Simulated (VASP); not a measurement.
Wanted: the native input for a VASP 6.6.1 run.

| Quantity | Value |
| --- | --- |
| Task | single point |
| Functional | PBEsol |
| Potentials or basis | VASP PAW PBE potentials, release 64 (Ta_pv, N) |
| Cutoff | 520 eV |
| k mesh | 12 × 12 × 12 |
| Occupations | gaussian, width 0.1 eV |
| Spin | no spin polarisation |
| Dipole correction | no |
| Further INCAR settings | ALGO = Normal; EDIFF = 1e-07; NBANDS = 33 |

The structure of TaN lies in POSCAR:

```
TaN
1.0
    5.5173947793      0.0000000000      0.0000000000
   -2.7586973897      4.7782040416      0.0000000000
    0.0000000000      0.0000000000      2.7990582444
Ta N
3 3
Direct
    0.0000000000      0.0000000000      0.0000000000
    0.3333333333      0.6666666667      0.5000000000
    0.6666666667      0.3333333333      0.5000000000
    0.5000000000      0.0000000000      0.0000000000
    0.5000000000      0.5000000000      0.0000000000
    0.0000000000      0.5000000000      0.0000000000
```

This cell differs from its parent crystal: biaxial strain in the a-b plane: +6.0 %.

The input as run:

INCAR

```
PREC = Accurate ; ENCUT = 520
EDIFF = 1E-7 ; ISMEAR = 0
SIGMA = 0.1 ; LREAL = F
LASPH = T ; NELM = 100
ALGO = Normal ; ISIF = 2
LWAVE = F ; LCHARG = T
GGA = PS ; LELF = T
LVHAR = T ; NBANDS = 33
```

KPOINTS

```
Automatic mesh
0
Gamma
  12 12 12
```

Potentials or basis: VASP PAW PBE potentials, release 64 (Ta_pv, N).

Command:

```console
$ cat potpaw_PBE.64/Ta_pv/POTCAR potpaw_PBE.64/N/POTCAR > POTCAR
$ mpirun -np 1 vasp_std > vasp.out
```

Results of the run:

- Pressure: -13.3 GPa
- Band gap on the k mesh: zero (bands 24 and 25 overlap by 2.19 eV)

Caveat: the cell differs from its parent crystal (biaxial strain in the a-b plane: +6.0 %); the stress differs along the axes, from -24 to 9 GPa; the PAW data sets were made with another functional, which shifts forces and pressure a little; spin-orbit coupling is left out, which moves the levels of the heavy elements.

Wall time 4.1 min on 1 thread of Intel(R) Xeon(R) Platinum 8488C (Sapphire Rapids) (shared host), peak memory 0.38 GiB.
